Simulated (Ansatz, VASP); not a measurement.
Two plane-wave programs on F

```
F
1.0
    12.00000    0.00000    0.00000
     0.00000   12.30000    0.00000
     0.00000    0.00000   12.60000
F
2
Direct
  0.50000 0.50000 0.44508
  0.50000 0.50000 0.55492
```

Alike in both runs: functional LDA; k mesh 1 × 1 × 1; occupations fermi-dirac, width 0.01 eV; no spin polarisation.

Ansatz relaxed the structure, and its values are those at the end. VASP's run is a single point on that final structure, the one shown.

|  | VASP | Ansatz |
| --- | --- | --- |
| version | VASP 6.6.1 | Ansatz 0.2.0 |
| potentials or method | VASP PAW LDA potentials, release 64 (F), cutoff 520 eV | plane waves (420 eV) with PAW, scalar-relativistic |
| valence electrons in the cell | 14 | 14 |

```csv
,VASP,Ansatz,Ansatz less VASP
rms of the force components (eV/Å),0.347,0.000,-0.3467
```

Ansatz warns that its potentials were made for another functional, while VASP's fit it. LDA's correlation is that of Perdew and Zunger in VASP and of Perdew and Wang (1992) in Ansatz. One of these differences is far larger than is usual between the two programs; its cause wasn't traced.
